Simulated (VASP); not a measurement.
Runs of VASP 6.6.1 on Fe. The structure is that of space group Fd-3m (No. 227), or close to it. The cells are those of the table. This isn't the form of Fe at room conditions, which is bcc.

```tsv
cell	gap on the mesh (eV)	pressure (GPa)
a = 3.514 Å, angles 60.0°, 2 atoms	none	(a)
a = 3.423 Å, angles 60.0°, 2 atoms	none	1.7
a = 3.491 Å, angles 60.0°, 2 atoms	none	-6.6
a = 3.446 Å, angles 60.0°, 2 atoms	none	-1.4
a = 3.469 Å, angles 60.0°, 2 atoms	none	(b)
```

Alike in all rows: task single point; level PBE; potentials or basis VASP PAW PBE potentials, release 64 (Fe); no spin polarisation; k mesh 38 × 38 × 38; cutoff (eV) 520; smearing fermi-dirac 0.0612256 eV.

Task: Estimate the missing entries.

Result: (a) -8.9; (b) -4.2.

Caveats: the run has no spin polarisation, though such a crystal can be magnetic; the cell stands under tension (at least some runs).

A gap of «none» marks levels without a gap at the run's occupations.
